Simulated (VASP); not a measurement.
# Al (I4/mmm) in VASP: a series of runs

Al is run at these levels: PBEsol; tasks: single point.

All numbers are computed with VASP 6.6.1; they aren't measurements. Logs are shortened: lines on timing, memory, paths and dates and some standing lists are left out, and cuts for length are marked.

## (1) The cell of the first run

The structure is tetragonal, space group I4/mmm (No. 139). The conventional cell has a = 2.719 Å, b = 2.719 Å, c = 4.149 Å, α = 90.00°, β = 90.00°, γ = 90.00°. Al (site symmetry 4/mmm) has 12 Al at 2.72 to 2.83 Å within 3.6 Å.

## (2) Single point, PBEsol (strain -0.050 along x and y, +0.025 along z)

Input file INCAR:

```
SYSTEM = Al
ALGO = Normal
EDIFF = 1E-6
ENCUT = 520
GGA = PS
ISIF = 2
ISMEAR = 0
LASPH = .True.
LCHARG = .True.
LELF = .True.
LREAL = .False.
LVHAR = .True.
LWAVE = .False.
NBANDS = 8
NELM = 100
PREC = Accurate
SIGMA = 0.15
```

Input file KPOINTS:

```
k-points
0
Gamma
  20 20 20
  0 0 0
```

Input file POSCAR:

```
Al
1.0
    0.0000000000      1.9227810000      2.0745795000
    1.9227810000      0.0000000000      2.0745795000
    1.9227810000      1.9227810000      0.0000000000
Al
1
Direct
    0.0000000000      0.0000000000      0.0000000000
```

Potentials or basis: VASP PAW PBE potentials, release 64 (Al).

On the command line:

```sh
cat potpaw_PBE.64/Al/POTCAR > POTCAR
mpirun -np 1 vasp_std > vasp.out
```

OUTCAR:

```text
SYSTEM = Al
   EDIFF = 1E-6
   ENCUT = 520
   GGA = PS
   ISIF = 2
   ISMEAR = 0
   LASPH = .True.
   LREAL = .False.
   NELM = 100
   PREC = Accurate

 ion  position               nearest neighbor table
   1  0.000  0.000  0.000-

  LATTYP: Found a body centered tetragonal cell.
 ALAT       =     2.7192229677
 C/A-ratio  =     1.5258620015

  Lattice vectors:

 A1 = (  -1.9227810000,   0.0000000000,   2.0745795000)
 A2 = (   1.9227810000,   0.0000000000,   2.0745795000)
 A3 = (   0.0000000000,   1.9227810000,  -2.0745795000)

Analysis of symmetry for initial positions (statically):
=====================================================================
 Subroutine PRICEL returns:
 Original cell was already a primitive cell.

 Routine SETGRP: Setting up the symmetry group for a
 body centered tetragonal supercell.

 Subroutine GETGRP returns: Found 16 space group operations
 (whereof 16 operations were pure point group operations)
 out of a pool of 16 trial point group operations.

The static configuration has the point symmetry D_4h.

Analysis of symmetry for dynamics (positions and initial velocities):
=====================================================================
 Subroutine PRICEL returns:
 Original cell was already a primitive cell.

 Routine SETGRP: Setting up the symmetry group for a
 body centered tetragonal supercell.

 Subroutine GETGRP returns: Found 16 space group operations
 (whereof 16 operations were pure point group operations)
 out of a pool of 16 trial point group operations.

The dynamic configuration has the point symmetry D_4h.

 Subroutine INISYM returns: Found 16 space group operations
 (whereof 16 operations are pure point group operations),
 and found     1 'primitive' translations

----------------------------------------------------------------------------------------

                                     Primitive cell

  volume of cell :      15.3398

  direct lattice vectors                    reciprocal lattice vectors
     0.000000000  1.922781000  2.074579500    -0.260040015  0.260040015  0.241012697
     1.922781000  0.000000000  2.074579500     0.260040015 -0.260040015  0.241012697
     1.922781000  1.922781000  0.000000000     0.260040015  0.260040015 -0.241012697

  length of vectors
     2.828598041  2.828598041  2.719222968     0.439691641  0.439691641  0.439691641

  position of ions in fractional coordinates (direct lattice)
     0.000000000  0.000000000  0.000000000

  ion indices of the primitive-cell ions
[... 77 lines left out ...]
   NSW    =      0    number of steps for IOM
   IBRION =     -1    ionic relax: 0-MD 1-quasi-New 2-CG
   NFREE  =      0    steps in history (QN), initial steepest desc. (CG)
   ISIF   =      2    stress and relaxation
   ISYM   =      2    0-nonsym 1-usesym 2-fastsym
   POTIM  = 0.5000    time-step for ionic-motion
   TEBEG  =    0.0;   TEEND  =   0.0 temperature during run
   PSTRESS=    0.0 pullay stress
   NELECT =       3.0000    total number of electrons
   NUPDOWN=      -1.0000    fix difference up-down
   EMIN   =  10.00;   EMAX   =-10.00  energy-range for DOS
   EFERMI =   0.00;   METHOD = LEGACY
   ISMEAR =     0;   SIGMA  =   0.15  broadening in eV -4-tet -1-fermi 0-gaus
   EFERMI_NEDOS =   21; number of points for ismear=-14 and -15
   IALGO  =     38    algorithm
   IMIX   =      4    mixing-type and parameters
     AMIX     =   0.40;   BMIX     =  1.00
     AMIX_MAG =   1.60;   BMIX_MAG =  1.00
  volume/ion in A,a.u.               =      15.34       103.52
  Fermi-wavevector in a.u.,A,eV,Ry     =   0.950259  1.795729 12.285955  0.902992
  Thomas-Fermi vector in A             =   2.078619
   LORBIT       =      0    0 simple, 1 ext, 2 COOP (PROOUT), +10 PAW based schemes
   GGA     = PS    functional components
   LHFCALC =     F    Hartree Fock is set to
   AEXX    =    0.0000 exact exchange contribution
   IVDW    =     0    specifies the selected vdW correction
   LEPSILON=     F    determine dielectric tensor
   LRPA    =     F    only Hartree local field effects (RPA)
 non-spin polarized calculation
 Gauss-broadening in eV      SIGMA  =   0.15
  energy-cutoff  :      520.00
  volume of cell :       15.34
 maximum number of plane-waves:       426
 NGX is ok and might be reduce to    24
   NGX = 11   NGY = 11   NGZ = 11

 number of electron       3.0000000 magnetization

 Free energy of the ion-electron system (eV)
  ---------------------------------------------------
  ext. energy  EPLUGINS =         0.00000000
  ---------------------------------------------------
  free energy    TOTEN  =        -4.06745774 eV

  energy without entropy =       -4.06301348  energy(sigma->0) =       -4.06523561

 E-fermi :   8.6987     XC(G=0): -10.5254

 val. band max:        8.6855904286   @ k =  -0.2000   0.5000   0.3000
 cond. band min:       8.6998543509   @ k =   0.3500   0.0000   0.0000
 fundamental gap:      0.0142639223
 Fermi energy:         8.6987290404

 k-point     1 :       0.0000    0.0000    0.0000
  band No.  band energies     occupation
      1      -2.9125      2.00000
      2      21.2163      0.00000
      3      22.1056      0.00000
      4      22.1056      0.00000
      5      23.7595      0.00000
      6      23.7595      0.00000
      7      23.9762      0.00000
      8      25.8486      0.00000
[... 243 lines left out ...]
 k-point    24 :      -0.3500    0.0500    0.0000
  band No.  band energies     occupation
      1       1.0025      2.00000
      2       8.0808      2.00000
      3      17.4651      0.00000
      4      21.8348      0.00000
      5      22.1746      0.00000
      6      22.4641      0.00000
      7      24.8220      0.00000
      8      26.3763      0.00000

 [... further k-points ...]

------------------------ aborting loop because EDIFF is reached ----------------------------------------

  FORCE on cell =-STRESS in cart. coord.  units (eV):
  Direction    XX          YY          ZZ          XY          YZ          ZX
  --------------------------------------------------------------------------------------
  -------------------------------------------------------------------------------------
  Total        0.7432986      0.7432986      0.1006195      0.0000000      0.0000000      0.0000000
  in kB       77.6343954     77.6343954     10.5092783      0.0000000      0.0000000      0.0000000
  external PRESSURE =      55.2593564 kB  Pullay stress =       0.0000000 kB

 VOLUME and BASIS-vectors are now :
 -----------------------------------------------------------------------------
  energy-cutoff  :      520.00
  volume of cell :       15.34
      direct lattice vectors                 reciprocal lattice vectors
     0.000000000  1.922781000  2.074579500    -0.260040015  0.260040015  0.241012697
     1.922781000  0.000000000  2.074579500     0.260040015 -0.260040015  0.241012697
     1.922781000  1.922781000  0.000000000     0.260040015  0.260040015 -0.241012697

 POSITION                                       TOTAL-FORCE (eV/Angst)
 -----------------------------------------------------------------------------------
      0.00000      0.00000      0.00000         0.000000      0.000000      0.000000
 -----------------------------------------------------------------------------------
    total drift:                               -0.000000     -0.000000     -0.000000

  FREE ENERGIE OF THE ION-ELECTRON SYSTEM (eV)
  ---------------------------------------------------
  free  energy   TOTEN  =        -4.0674577381 eV

  energy  without entropy=       -4.0630134794  energy(sigma->0) =       -4.06523561
```

stdout:

```text
POSCAR found type information on POSCAR Al
 POSCAR found :  1 types and       1 ions
 scaLAPACK will be used
 -----------------------------------------------------------------------------
|                                                                             |
|                                                                             |
|     You enforced a specific xc type in the INCAR file but a different       |
|     I HOPE YOU KNOW WHAT YOU ARE DOING!                                     |
|                                                                             |
 -----------------------------------------------------------------------------

 LDA part: xc-table for (Slater+PW92), standard interpolation
 POSCAR, INCAR and KPOINTS ok, starting setup
 FFT: planning ... GRIDC
 FFT: planning ... GRID_SOFT
 FFT: planning ... GRID
 WAVECAR not read
 entering main loop
```

Wall time 32 s (1 thread of AMD EPYC 9R45 (Zen 5), shared host); peak memory 0.15 GiB.

Results:

* Free energy: -4.0675 eV
* Pressure: 5.5 GPa

Stress tensor (GPa, compression positive):
```
7.76 0.00 0.00
0.00 7.76 0.00
0.00 0.00 1.05
```

Levels at points of the mesh, in eV from the Fermi level:
```tsv
k point	band 1	band 2	band 3	band 4
(0.00, 0.00, 0.00)	-11.61	12.52	13.41	13.41
(0.50, 0.00, 0.00)	-4.84	-4.42	10.78	10.94
(0.50, 0.50, 0.00)	-3.78	-2.64	5.93	6.98
(0.50, 0.00, 0.50)	-2.66	-1.07	5.07	5.27
```

Caveat: the cell differs from its parent crystal (strain -0.050 along x and y, +0.025 along z); the PAW data sets were made with another functional, which shifts forces and pressure a little.

## (3) Single point, PBEsol (strain -0.025 along x and y, +0.000 along z)

Input file INCAR:

```
SYSTEM = Al
ALGO = Normal
EDIFF = 1E-6
ENCUT = 520
GGA = PS
ISIF = 2
ISMEAR = 0
LASPH = .True.
LCHARG = .False.
LREAL = .False.
LWAVE = .False.
NBANDS = 8
NELM = 60
PREC = Accurate
SIGMA = 0.15
```

KPOINTS is that of step 2.

Input file POSCAR:

```
Al
1.0
    0.0000000000      1.9733805000      2.0239800000
    1.9733805000      0.0000000000      2.0239800000
    1.9733805000      1.9733805000      0.0000000000
Al
1
Direct
    0.0000000000      0.0000000000      0.0000000000
```

Potentials or basis: VASP PAW PBE potentials, release 64 (Al).

On the command line:

```sh
cat potpaw_PBE.64/Al/POTCAR > POTCAR
mpirun -np 1 vasp_std > vasp.out
```

Wall time 33 s (1 thread of AMD EPYC 9R45 (Zen 5), shared host); peak memory 0.16 GiB.

The run converged. Its results:

| Property | Result |
| --- | --- |
| Free energy | -4.0902 eV |
| Pressure | 2.3 GPa |

Stress tensor (GPa, compression positive):
```
2.83 0.00 0.00
0.00 2.83 0.00
0.00 0.00 1.37
```

Levels at points of the mesh, in eV from the Fermi level:
| k point | band 1 | band 2 | band 3 | band 4 | band 5 |
| --- | --- | --- | --- | --- | --- |
| (0.00, 0.00, 0.00) | -11.48 | 12.64 | 12.92 | 12.92 | 14.64 |
| (0.50, 0.00, 0.00) | -4.81 | -4.47 | 11.30 | 11.49 | 11.91 |
| (0.50, 0.50, 0.00) | -3.31 | -2.00 | 5.43 | 6.09 | 6.09 |
| (0.50, 0.00, 0.50) | -2.93 | -1.48 | 5.14 | 5.53 | 5.70 |

Caveat: the cell differs from its parent crystal (strain -0.025 along x and y, +0.000 along z); the PAW data sets were made with another functional, which shifts forces and pressure a little.

## (4) Single point, PBEsol (strain +0.000 along x and y, -0.025 along z)

Input file INCAR:

```
SYSTEM = Al
PREC = Accurate
ENCUT = 520
EDIFF = 1E-7
ISMEAR = 0
SIGMA = 0.15
LREAL = .False.
LASPH = .True.
NELM = 100
ALGO = Fast
ISIF = 2
LWAVE = .False.
LCHARG = .False.
GGA = PS
NBANDS = 8
```

Input file KPOINTS:

```
Automatic mesh
0
Gamma
  20 20 20
  0 0 0
```

Input file POSCAR:

```
Al
1.0
    0.0000000000      2.0239800000      1.9733805000
    2.0239800000      0.0000000000      1.9733805000
    2.0239800000      2.0239800000      0.0000000000
Al
1
Direct
    0.0000000000      0.0000000000      0.0000000000
```

On the command line:

```sh
cat potpaw_PBE.64/Al/POTCAR > POTCAR
mpirun -np 1 vasp_std > vasp.out
```

Wall time 48 s (1 thread of AMD EPYC 9R45 (Zen 5), shared host); peak memory 0.16 GiB.

Results (log left out):

```yaml
Free_energy: -4.0936 eV
Pressure: 0.2 GPa
```

Stress tensor (GPa, compression positive):
```
-0.09  0.00  0.00
 0.00 -0.09  0.00
 0.00  0.00  0.64
```

Levels at points of the mesh, in eV from the Fermi level:
```csv
k point,band 1,band 2,band 3,band 4,band 5,band 6
"(0.00, 0.00, 0.00)",-11.30,12.60,12.60,12.87,14.28,14.36
"(0.50, 0.00, 0.00)",-4.70,-4.43,11.22,11.27,11.77,11.85
"(0.50, 0.50, 0.00)",-2.74,-1.29,5.03,5.34,5.34,8.91
"(0.50, 0.00, 0.50)",-3.12,-1.81,5.34,5.73,5.90,9.38
```

Caveat: the cell differs from its parent crystal (strain +0.000 along x and y, -0.025 along z); the PAW data sets were made with another functional, which shifts forces and pressure a little.

## (5) Single point, PBEsol (strain -0.025 along x and y, +0.025 along z)

Input file INCAR:

```
SYSTEM = Al
  PREC = Accurate
  ENCUT = 520
  EDIFF = 1E-6
  ISMEAR = 0
  SIGMA = 0.15
  LREAL = .FALSE.
  LASPH = .TRUE.
  NELM = 60
  ALGO = Fast
  ISIF = 2
  LWAVE = .FALSE.
  LCHARG = .FALSE.
  GGA = PS
  NBANDS = 8
```

Input file KPOINTS:

```
Automatic mesh
0
G
  20 20 20
  0 0 0
```

Input file POSCAR:

```
Al
1.0
    0.0000000000      1.9733805000      2.0745795000
    1.9733805000      0.0000000000      2.0745795000
    1.9733805000      1.9733805000      0.0000000000
Al
1
Direct
    0.0000000000      0.0000000000      0.0000000000
```

Potentials or basis: VASP PAW PBE potentials, release 64 (Al).

On the command line:

```sh
cat potpaw_PBE.64/Al/POTCAR > POTCAR
mpirun -np 1 vasp_std > vasp.out
```

OUTCAR:

```text
SYSTEM = Al
   PREC = Accurate
   ENCUT = 520
   EDIFF = 1E-6
   ISMEAR = 0
   LREAL = .FALSE.
   LASPH = .TRUE.
   NELM = 60
   ISIF = 2
   GGA = PS

 ion  position               nearest neighbor table
   1  0.000  0.000  0.000-

  LATTYP: Found a body centered tetragonal cell.
 ALAT       =     2.7907814668
 C/A-ratio  =     1.4867373348

  Lattice vectors:

 A1 = (  -1.9733805000,   0.0000000000,   2.0745795000)
 A2 = (   1.9733805000,   0.0000000000,   2.0745795000)
 A3 = (   0.0000000000,   1.9733805000,  -2.0745795000)

[... 436 lines left out ...]
      1       0.6564      2.00000
      2       7.5573      2.00000
      3      16.9387      0.00000
      4      20.6529      0.00000
      5      20.9602      0.00000
      6      21.4554      0.00000
      7      23.5742      0.00000
      8      25.2993      0.00000

 [... further k-points ...]
[... 5 lines left out ...]
  --------------------------------------------------------------------------------------
  -------------------------------------------------------------------------------------
  Total        0.1298485      0.1298485     -0.1696301      0.0000000      0.0000000     -0.0000000
  in kB       12.8755500     12.8755500    -16.8202190      0.0000000      0.0000000     -0.0000000
  external PRESSURE =       2.9769604 kB  Pullay stress =       0.0000000 kB

 VOLUME and BASIS-vectors are now :
 -----------------------------------------------------------------------------
  energy-cutoff  :      520.00
  volume of cell :       16.16
      direct lattice vectors                 reciprocal lattice vectors
     0.000000000  1.973380500  2.074579500    -0.253372322  0.253372322  0.241012697
     1.973380500  0.000000000  2.074579500     0.253372322 -0.253372322  0.241012697
     1.973380500  1.973380500  0.000000000     0.253372322  0.253372322 -0.241012697

 POSITION                                       TOTAL-FORCE (eV/Angst)
 -----------------------------------------------------------------------------------
      0.00000      0.00000      0.00000        -0.000000      0.000000      0.000000
 -----------------------------------------------------------------------------------
    total drift:                               -0.000000      0.000000      0.000000

  FREE ENERGIE OF THE ION-ELECTRON SYSTEM (eV)
  ---------------------------------------------------
  free  energy   TOTEN  =        -4.0895914463 eV

  energy  without entropy=       -4.0850449007  energy(sigma->0) =       -4.08731817
```

OSZICAR:

```text
N       E                     dE             d eps       ncg     rms          rms(c)
DAV:   1    -0.271193944336E+01   -0.27119E+01   -0.85910E+02 10288   0.204E+02
DAV:   2    -0.411153363758E+01   -0.13996E+01   -0.13533E+01 14400   0.187E+01
DAV:   3    -0.411829689390E+01   -0.67633E-02   -0.67595E-02 13176   0.146E+00
DAV:   4    -0.411831319587E+01   -0.16302E-04   -0.16302E-04 16176   0.632E-02
DAV:   5    -0.411831322911E+01   -0.33233E-07   -0.33492E-07 13272   0.151E-03    0.143E+00
RMM:   6    -0.410117106648E+01    0.17142E-01   -0.13664E-03 10273   0.182E-01    0.826E-01
RMM:   7    -0.408957282893E+01    0.11598E-01   -0.41192E-03 11892   0.310E-01    0.138E-01
RMM:   8    -0.408958892773E+01   -0.16099E-04   -0.23715E-04 11457   0.920E-02    0.316E-02
RMM:   9    -0.408959271970E+01   -0.37920E-05   -0.34443E-05 11865   0.372E-02    0.156E-02
RMM:  10    -0.408959129208E+01    0.14276E-05   -0.53648E-06 12046   0.138E-02    0.296E-02
RMM:  11    -0.408959144629E+01   -0.15421E-06   -0.10525E-06 10571   0.604E-03
   1 F= -.40895914E+01 E0= -.40873182E+01  d E =-.454655E-02
```

It took 44 s on 1 thread of AMD EPYC 9R45 (Zen 5), shared host; peak memory 0.16 GiB.

What came out:

* Free energy: -4.0896 eV
* Pressure: 0.3 GPa

Stress tensor (GPa, compression positive):
```
 1.29  0.00  0.00
 0.00  1.29  0.00
 0.00  0.00 -1.68
```

Levels at points of the mesh, in eV from the Fermi level:
```csv
k point,band 1,band 2,band 3,band 4
"(0.00, 0.00, 0.00)",-11.29,12.36,12.92,12.92
"(0.50, 0.00, 0.00)",-4.69,-4.41,10.85,10.88
"(0.50, 0.50, 0.00)",-3.45,-2.31,5.64,6.31
"(0.50, 0.00, 0.50)",-2.73,-1.28,5.08,5.21
```

Caveat: the cell differs from its parent crystal (strain -0.025 along x and y, +0.025 along z); the PAW data sets were made with another functional, which shifts forces and pressure a little.

## (6) Single point, PBEsol (strain -0.025 along x and y, +0.050 along z)

Input file INCAR:

```
ALGO = Fast
EDIFF = 1E-7
ENCUT = 520
GGA = PS
ISIF = 2
ISMEAR = 0
LASPH = True
LCHARG = False
LREAL = False
LWAVE = False
NBANDS = 8
NELM = 80
PREC = Accurate
SIGMA = 0.15
```

Input file KPOINTS:

```
k-points
0
Gamma
  20 20 20
```

Input file POSCAR:

```
Al
1.0
    0.0000000000      1.9733805000      2.1251790000
    1.9733805000      0.0000000000      2.1251790000
    1.9733805000      1.9733805000      0.0000000000
Al
1
Direct
    0.0000000000      0.0000000000      0.0000000000
```

Potentials or basis: VASP PAW PBE potentials, release 64 (Al).

On the command line:

```sh
cat potpaw_PBE.64/Al/POTCAR > POTCAR
mpirun -np 1 vasp_std > vasp.out
```

Run time: 48 s. Hardware: 1 thread of AMD EPYC 9R45 (Zen 5), shared host; peak memory 0.16 GiB.

Results (log left out):

```yaml
Free_energy: -4.0821 eV
Pressure: -1.4 GPa
```

Stress tensor (GPa, compression positive):
```
 0.13  0.00  0.00
 0.00  0.13  0.00
 0.00  0.00 -4.38
```

Levels at points of the mesh, in eV from the Fermi level:
| k point | band 1 | band 2 | band 3 | band 4 | band 5 | band 6 |
| --- | --- | --- | --- | --- | --- | --- |
| (0.00, 0.00, 0.00) | -11.08 | 12.12 | 12.95 | 12.95 | 14.04 | 14.04 |
| (0.50, 0.00, 0.00) | -4.55 | -4.33 | 10.24 | 10.48 | 12.30 | 12.34 |
| (0.50, 0.50, 0.00) | -3.54 | -2.58 | 5.86 | 6.53 | 6.53 | 9.98 |
| (0.50, 0.00, 0.50) | -2.52 | -1.07 | 4.93 | 5.06 | 5.46 | 8.60 |

Caveat: the cell differs from its parent crystal (strain -0.025 along x and y, +0.050 along z); the PAW data sets were made with another functional, which shifts forces and pressure a little.

## (7) Overview

```tsv
cell	gap on the mesh (eV)	pressure (GPa)
a = 2.829, b = 2.829, c = 2.719 Å, angles 61.3, 61.3, 57.5°, 1 atom	none	5.5
a = 2.827, b = 2.827, c = 2.791 Å, angles 60.4, 60.4, 59.2°, 1 atom	none	2.3
a = 2.827, b = 2.827, c = 2.862 Å, angles 59.6, 59.6, 60.8°, 1 atom	none	0.2
a = 2.863, b = 2.863, c = 2.791 Å, angles 60.8, 60.8, 58.3°, 1 atom	none	0.3
a = 2.900, b = 2.900, c = 2.791 Å, angles 61.2, 61.2, 57.5°, 1 atom	none	-1.4
```

Alike in all rows: task single point; level PBEsol; potentials or basis VASP PAW PBE potentials, release 64 (Al); no spin polarisation; k mesh 20 × 20 × 20; cutoff (eV) 520; smearing gaussian 0.15 eV.

Caveats: the PAW data sets were made with another functional, which shifts forces and pressure a little.

Absolute energies hang on the potentials; compare differences alone.
